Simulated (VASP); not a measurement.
# Be2ZnSe3 (I-4m2) in VASP: relaxation of cell and atoms with PBE

Aim: the relaxation of cell and atoms of Be2ZnSe3 with PBE.

All numbers are computed with VASP 6.6.1; they aren't measurements. Logs are shortened: lines on timing, memory, paths and dates and some standing lists are left out, and cuts for length are marked.

**1. The cell of the first run**

It takes space group I-4m2 (No. 119, tetragonal). Conventional cell: a = 3.780 Å, b = 3.780 Å, c = 16.227 Å, α = 90.00°, β = 90.00°, γ = 90.00°. Be (site symmetry 2mm) has 4 Se at 2.26 to 2.27 Å within 3.0 Å. Zn (site symmetry -4m2) has 4 Se at 2.44 Å within 3.2 Å. Within 3.0 Å of Se (site symmetry 2mm) lie 2 Be at 2.26 Å and 2 Zn at 2.44 Å. Se (site symmetry -4m2) has 4 Be at 2.27 Å within 3.0 Å.

**2. Relaxation of cell and atoms, PBE**

The input, INCAR:

```
ALGO = Normal ; EDIFF = 1E-6
EDIFFG = -0.01 ; ENCUT = 600
GGA = PE ; IBRION = 2
ISIF = 3 ; ISMEAR = 0
LASPH = T ; LCHARG = F
LREAL = F ; LWAVE = F
NELM = 60 ; NSW = 100
PREC = Accurate ; SIGMA = 0.02
```

The input, KPOINTS:

```
k-points
0
Gamma
  8 8 8
```

The input, POSCAR:

```
Be2ZnSe3
1.0
   -1.8898812191      1.8898812191      8.1134796345
    1.8898812191     -1.8898812191      8.1134796345
    1.8898812191      1.8898812191     -8.1134796345
Be Zn Se
2 1 3
Direct
    0.3279425922      0.3279425922      0.0000000000
    0.6720574078      0.6720574078      0.0000000000
    0.0000000000      0.0000000000      0.0000000000
    0.4044921171      0.9044921171      0.5000000000
    0.7500000000      0.2500000000      0.5000000000
    0.0955078829      0.5955078829      0.5000000000
```

Potentials or basis: VASP PAW PBE potentials, release 64 (Be, Zn, Se).

Started as:

```console
$ cat potpaw_PBE.64/Be/POTCAR potpaw_PBE.64/Zn/POTCAR potpaw_PBE.64/Se/POTCAR > POTCAR
$ mpirun -np 1 vasp_std > vasp.out
```

OUTCAR:

```text
EDIFF = 1E-6
   EDIFFG = -0.01
   ENCUT = 600
   GGA = PE
   IBRION = 2
   ISIF = 3
   ISMEAR = 0
   LASPH = T
   LREAL = F
   NELM = 60
   NSW = 100
   PREC = Accurate

 ion  position               nearest neighbor table
   1  0.328  0.328  0.000-   4 2.26   4 2.26   5 2.27   5 2.27
   2  0.672  0.672  0.000-   6 2.26   6 2.26   5 2.27   5 2.27
   3  0.000  0.000  0.000-   6 2.44   4 2.44   6 2.44   4 2.44
   4  0.404  0.904  0.500-   1 2.26   1 2.26   3 2.44   3 2.44
   5  0.750  0.250  0.500-   1 2.27   2 2.27   1 2.27   2 2.27
   6  0.096  0.596  0.500-   2 2.26   2 2.26   3 2.44   3 2.44

  LATTYP: Found a body centered tetragonal cell.
 ALAT       =     3.7797624382
 C/A-ratio  =     4.2931161771

  Lattice vectors:

 A1 = (  -1.8898812191,   1.8898812191,   8.1134796345)
 A2 = (   1.8898812191,  -1.8898812191,   8.1134796345)
 A3 = (   1.8898812191,   1.8898812191,  -8.1134796345)

Analysis of symmetry for initial positions (statically):
=====================================================================
 Subroutine PRICEL returns:
 Original cell was already a primitive cell.

 Routine SETGRP: Setting up the symmetry group for a
 body centered tetragonal supercell.

 Subroutine GETGRP returns: Found  8 space group operations
 (whereof  8 operations were pure point group operations)
 out of a pool of 16 trial point group operations.

The static configuration has the point symmetry D_2d.

Analysis of symmetry for dynamics (positions and initial velocities):
=====================================================================
 Subroutine PRICEL returns:
 Original cell was already a primitive cell.

 Routine SETGRP: Setting up the symmetry group for a
 body centered tetragonal supercell.

 Subroutine GETGRP returns: Found  8 space group operations
 (whereof  8 operations were pure point group operations)
 out of a pool of 16 trial point group operations.

The dynamic configuration has the point symmetry D_2d.

 Subroutine INISYM returns: Found  8 space group operations
 (whereof  8 operations are pure point group operations),
 and found     1 'primitive' translations

----------------------------------------------------------------------------------------

                                     Primitive cell

  volume of cell :     115.9141

  direct lattice vectors                    reciprocal lattice vectors
    -1.889881219  1.889881219  8.113479635     0.000000000  0.264566892  0.061625840
     1.889881219 -1.889881219  8.113479635     0.264566892  0.000000000  0.061625840
     1.889881219  1.889881219 -8.113479635     0.264566892  0.264566892  0.000000000

  length of vectors
     8.542356456  8.542356456  8.542356456     0.271649378  0.271649378  0.374154087

  position of ions in fractional coordinates (direct lattice)
     0.327942592  0.327942592  0.000000000
     0.672057408  0.672057408  0.000000000
     0.000000000  0.000000000  0.000000000
     0.404492117  0.904492117  0.500000000
     0.750000000  0.250000000  0.500000000
     0.095507883  0.595507883  0.500000000

  ion indices of the primitive-cell ions
   primitive index   ion index
                 1           1
                 2           2
                 3           3
                 4           4
                 5           5
                 6           6

----------------------------------------------------------------------------------------

 KPOINTS: k-points

Automatic generation of k-mesh.
 Grid dimensions read from file:
 generate k-points for:    8    8    8

 Generating k-lattice:
[... 67 lines left out ...]
   NFREE  =      1    steps in history (QN), initial steepest desc. (CG)
   ISIF   =      3    stress and relaxation
   ISYM   =      2    0-nonsym 1-usesym 2-fastsym
   POTIM  = 0.5000    time-step for ionic-motion
   TEBEG  =    0.0;   TEEND  =   0.0 temperature during run
   PSTRESS=    0.0 pullay stress
   NELECT =      34.0000    total number of electrons
   NUPDOWN=      -1.0000    fix difference up-down
   EMIN   =  10.00;   EMAX   =-10.00  energy-range for DOS
   EFERMI =   0.00;   METHOD = LEGACY
   ISMEAR =     0;   SIGMA  =   0.02  broadening in eV -4-tet -1-fermi 0-gaus
   EFERMI_NEDOS =   21; number of points for ismear=-14 and -15
   IALGO  =     38    algorithm
   IMIX   =      4    mixing-type and parameters
     AMIX     =   0.40;   BMIX     =  1.00
     AMIX_MAG =   1.60;   BMIX_MAG =  1.00
  volume/ion in A,a.u.               =      19.32       130.37
  Fermi-wavevector in a.u.,A,eV,Ry     =   1.087733  2.055518 16.097919  1.183164
  Thomas-Fermi vector in A             =   2.223899
   LORBIT       =      0    0 simple, 1 ext, 2 COOP (PROOUT), +10 PAW based schemes
   GGA     = PE    functional components
   LHFCALC =     F    Hartree Fock is set to
   AEXX    =    0.0000 exact exchange contribution
   IVDW    =     0    specifies the selected vdW correction
   LEPSILON=     F    determine dielectric tensor
   LRPA    =     F    only Hartree local field effects (RPA)
 conjugate gradient relaxation of ions
 non-spin polarized calculation
 Gauss-broadening in eV      SIGMA  =   0.02
  energy-cutoff  :      600.00
  volume of cell :      115.91
 maximum number of plane-waves:      3920
 NGX is ok and might be reduce to    70
   NGX = 35   NGY = 35   NGZ = 35

--------------------------------------- Ionic step        1  -------------------------------------------

 number of electron      34.0000003 magnetization

 Free energy of the ion-electron system (eV)
  ---------------------------------------------------
  ext. energy  EPLUGINS =         0.00000000
  ---------------------------------------------------
  free energy    TOTEN  =       -23.58713427 eV

  energy without entropy =      -23.58713427  energy(sigma->0) =      -23.58713427

------------------------ aborting loop because EDIFF is reached ----------------------------------------

  FORCE on cell =-STRESS in cart. coord.  units (eV):
  Direction    XX          YY          ZZ          XY          YZ          ZX
  --------------------------------------------------------------------------------------
  -------------------------------------------------------------------------------------
  Total        0.0290069      0.0290069      0.1620780      0.0000000      0.0000000      0.0000000
  in kB        0.4009365      0.4009365      2.2402603      0.0000000      0.0000000      0.0000000
  external PRESSURE =       1.0140445 kB  Pullay stress =       0.0000000 kB

 VOLUME and BASIS-vectors are now :
 -----------------------------------------------------------------------------
  energy-cutoff  :      600.00
  volume of cell :      115.91
      direct lattice vectors                 reciprocal lattice vectors
    -1.889881219  1.889881219  8.113479635     0.000000000  0.264566892  0.061625840
     1.889881219 -1.889881219  8.113479635     0.264566892  0.000000000  0.061625840
     1.889881219  1.889881219 -8.113479635     0.264566892  0.264566892  0.000000000

 POSITION                                       TOTAL-FORCE (eV/Angst)
 -----------------------------------------------------------------------------------
      0.00000      0.00000      5.32151         0.000000      0.000000      0.004964
      0.00000      0.00000     10.90545        -0.000000     -0.000000     -0.004964
      0.00000      0.00000      0.00000        -0.000000     -0.000000     -0.000000
      1.88988      0.00000      6.56368        -0.000000     -0.000000     -0.012567
      0.00000      1.88988      4.05674        -0.000000     -0.000000     -0.000000
      1.88988     -0.00000      1.54980         0.000000      0.000000      0.012567
 -----------------------------------------------------------------------------------
    total drift:                               -0.000000      0.000000      0.000000

  FREE ENERGIE OF THE ION-ELECTRON SYSTEM (eV)
  ---------------------------------------------------
  free  energy   TOTEN  =       -23.5871342690 eV

  energy  without entropy=      -23.5871342690  energy(sigma->0) =      -23.58713427

--------------------------------------- Ionic step        2  -------------------------------------------

 number of electron      34.0000004 magnetization

 Free energy of the ion-electron system (eV)
  ---------------------------------------------------
  ext. energy  EPLUGINS =         0.00000000
  ---------------------------------------------------
  free energy    TOTEN  =       -23.58727699 eV

  energy without entropy =      -23.58727699  energy(sigma->0) =      -23.58727699

 E-fermi :   2.7249     XC(G=0):  -9.3118

 val. band max:        2.5907861585   @ k =   0.0000   0.0000   0.0000
 cond. band min:       5.2361301980   @ k =   0.5000   0.5000   0.5000
 fundamental gap:      2.6453440395
 Fermi energy:         2.7248736479

 k-point     1 :       0.0000    0.0000    0.0000
  band No.  band energies     occupation
      1     -10.9746      2.00000
      2     -10.0821      2.00000
      3      -9.7884      2.00000
      4      -3.8880      2.00000
      5      -3.8243      2.00000
      6      -3.8243      2.00000
[... 565 lines left out ...]
     20       7.1614      0.00000
     21       7.9796      0.00000

 [... further k-points ...]
[... 5 lines left out ...]
  --------------------------------------------------------------------------------------
  -------------------------------------------------------------------------------------
  Total       -0.0296839     -0.0296839      0.0532610      0.0000000     -0.0000000      0.0000000
  in kB       -0.4095691     -0.4095691      0.7348780      0.0000000     -0.0000000      0.0000000
  external PRESSURE =      -0.0280867 kB  Pullay stress =       0.0000000 kB

 VOLUME and BASIS-vectors are now :
 -----------------------------------------------------------------------------
  energy-cutoff  :      600.00
  volume of cell :      116.12
      direct lattice vectors                 reciprocal lattice vectors
    -1.890321993  1.890321993  8.124052949     0.000000000  0.264505202  0.061545635
     1.890321993 -1.890321993  8.124052949     0.264505202  0.000000000  0.061545635
     1.890321993  1.890321993 -8.124052949     0.264505202  0.264505202  0.000000000

 POSITION                                       TOTAL-FORCE (eV/Angst)
 -----------------------------------------------------------------------------------
      0.00000      0.00000      5.32869         0.000000      0.000000      0.000041
      1.89032      1.89032      2.79537         0.000000      0.000000     -0.000041
      1.89032      1.89032      8.12405         0.000000      0.000000      0.000000
      1.89032      0.00000      6.57162        -0.000000     -0.000000     -0.002697
     -0.00000      1.89032      4.06203         0.000000      0.000000      0.000000
      1.89032      0.00000      1.55243        -0.000000      0.000000      0.002697
 -----------------------------------------------------------------------------------
    total drift:                               -0.000000      0.000000     -0.000000

  FREE ENERGIE OF THE ION-ELECTRON SYSTEM (eV)
  ---------------------------------------------------
  free  energy   TOTEN  =       -23.5872769920 eV

  energy  without entropy=      -23.5872769920  energy(sigma->0) =      -23.58727699

 reached required accuracy - stopping structural energy minimisation
```

It took 18 min on 1 thread of Oxide Virtual Turin-like, shared host; peak memory 0.77 GiB.

What came out:

```
Free energy                           : -23.5873 eV
Relaxed volume                        : 19.35 Å³/atom
Relaxed cell                          : a = 8.553 Å, b = 8.553 Å, c = 8.553 Å, α = 154.46°, β = 154.46°, γ = 36.43°
Space group after relaxing (to 0.1 Å) : I-4m2 (No. 119)
Energy gained by relaxing             : 0.0 meV/atom
Ionic steps                           : 2
Pressure after relaxing               : 0.0 GPa
Band gap on the k mesh                : 2.65 eV (least direct gap 2.66 eV)
```

Forces in eV/Å, atoms in the order of the input:
```
Be   0.000  0.000  0.000
Be   0.000  0.000  0.000
Zn   0.000  0.000  0.000
Se   0.000  0.000 -0.003
Se   0.000  0.000  0.000
Se   0.000  0.000  0.003
```

Stress tensor (GPa, compression positive):
```
-0.04  0.00  0.00
 0.00 -0.04  0.00
 0.00  0.00  0.07
```

Step by step:
| step | energy change (eV) | largest force (eV/Å) | pressure (GPa) | volume (Å³) |
| --- | --- | --- | --- | --- |
| 1 | 0.0000 | 0.0126 | 0.10 | 115.91 |
| 2 | -0.0001 | 0.0027 | 0.00 | 116.12 |

Final structure:
```cif
data_structure
_symmetry_space_group_name_H-M 'P 1'
_symmetry_Int_Tables_number 1
_cell_length_a 8.5526
_cell_length_b 8.5526
_cell_length_c 8.5526
_cell_angle_alpha 154.462
_cell_angle_beta 154.462
_cell_angle_gamma 36.429
_cell_volume 116.12
loop_
_atom_site_label
_atom_site_type_symbol
_atom_site_fract_x
_atom_site_fract_y
_atom_site_fract_z
_atom_site_occupancy
Be1 Be 0.32796 0.32796 0.00000 1
Be2 Be 0.67204 0.67204 0.00000 1
Zn1 Zn 0.00000 0.00000 0.00000 1
Se1 Se 0.40445 0.90445 0.50000 1
Se2 Se 0.75000 0.25000 0.50000 1
Se3 Se 0.09555 0.59555 0.50000 1
```

Levels at points of the mesh, in eV from the valence-band top:
```csv
k point,band 14,band 15,band 16,band 17,band 18,band 19,band 20,band 21
"(0.00, 0.00, 0.00)",-1.81,-0.25,0.00,0.00,2.66,2.92,3.48,4.35
"(0.50, 0.00, 0.00)",-1.47,-1.45,-1.08,-0.46,3.26,4.34,4.50,5.43
"(0.50, 0.50, 0.00)",-2.98,-2.87,-2.45,-2.43,2.69,3.46,4.40,4.44
"(0.50, 0.50, 0.50)",-1.23,-1.23,-0.51,-0.51,2.65,3.75,4.03,4.39
```

A k mesh can miss the band edges.
